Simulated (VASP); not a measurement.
Write the native input for VASP 6.6.1 that does the following.

| Property | Result |
| --- | --- |
| Task | single point |
| Functional | PBE |
| Potentials or basis | VASP PAW PBE potentials, release 64 (Si, C) |
| Cutoff | 600 eV |
| k mesh | 12 × 12 × 12 |
| Occupations | gaussian, width 0.01 eV |
| Spin | no spin polarisation |
| Dipole correction | no |
| Further INCAR settings | ALGO = Normal; EDIFF = 1e-06; NBANDS = 11 |

The structure of SiC lies in POSCAR:

```
SiC
1.0
    0.0000000000      2.1643841627      2.1643841627
    2.1643841627      0.0000000000      2.1643841627
    2.1643841627      2.1643841627      0.0000000000
Si C
1 1
Direct
    0.0000000000      0.0000000000      0.0000000000
    0.7500000000      0.7500000000      0.7500000000
```

The input as run:

INCAR

```
SYSTEM = SiC
  PREC = Accurate
  ENCUT = 600
  EDIFF = 1E-6
  ISMEAR = 0
  SIGMA = 0.01
  LREAL = .FALSE.
  LASPH = .TRUE.
  NELM = 120
  ALGO = Normal
  ISIF = 2
  LWAVE = .FALSE.
  LCHARG = .FALSE.
  GGA = PE
  NBANDS = 11
  GGA_COMPAT = .FALSE.
```

KPOINTS

```
Automatic mesh
0
G
  12 12 12
  0 0 0
```

Potentials or basis: VASP PAW PBE potentials, release 64 (Si, C).

Command:

```bash
$ cat potpaw_PBE.64/Si/POTCAR potpaw_PBE.64/C/POTCAR > POTCAR
$ mpirun -np 1 vasp_std > vasp.out
```

Results of the run:

```json
{"Pressure": "7.8 GPa", "Band gap on the k mesh": "1.34 eV, indirect (least direct gap 4.56 eV)"}
```

Run time: 6.8 s on 1 thread of Intel(R) Xeon(R) Platinum 8559C (Emerald Rapids) (shared host), peak memory 0.14 GiB.
